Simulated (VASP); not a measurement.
**PbSe: vibrations by perturbation theory with PBEsol**

Crystal: PbSe.

```
Pb Se
1.0
     0.00000    3.05109    3.05109
     3.05109    0.00000    3.05109
     3.05109    3.05109    0.00000
Pb Se
1 1
Direct
  0.00000 0.00000 0.00000
  0.50000 0.50000 0.50000
```

```json
{
 "Program": "VASP 6.6.1",
 "Task": "vibrations by perturbation theory",
 "Functional": "PBEsol",
 "Potentials or basis": "VASP PAW PBE potentials, release 64 (Pb_d, Se)",
 "Cutoff": "520 eV",
 "k mesh": "10 × 10 × 10",
 "Occupations": "gaussian, width 0.01 eV",
 "Spin": "no spin polarisation",
 "Dipole correction": "no",
 "Further INCAR settings": "ALGO = Normal; EDIFF = 1e-08; NBANDS = 17; IBRION = 8; NSW = 1"
}
```

```
Electronic dielectric tensor (diagonal)                 : 52.14
Born charges (mean of the diagonal)                     : Pb +3.61; Se -3.61 e
Highest phonon frequency at Γ, LO-TO splitting left out : 47 cm⁻¹
```

Phonon frequencies in cm⁻¹ (negative: imaginary):
| q point | frequencies |
| --- | --- |
| (0.000, 0.000, 0.000) | 0 0 0 47 47 47 |

Electronic dielectric tensor:
```
52.14  0.00  0.00
 0.00 52.14  0.00
 0.00  0.00 52.14
```

Born effective charge tensors (e):
atom 1, Pb
```
3.61 0.00 0.00
0.00 3.61 0.00
0.00 0.00 3.61
```
atom 2, Se
```
-3.61  0.00  0.00
 0.00 -3.61  0.00
 0.00  0.00 -3.61
```

Run time: 16 min on 1 thread of Intel(R) Xeon(R) Platinum 8259CL CPU @ 2.50GHz (Skylake/Cascade Lake), on a shared host, peak memory 0.42 GiB.
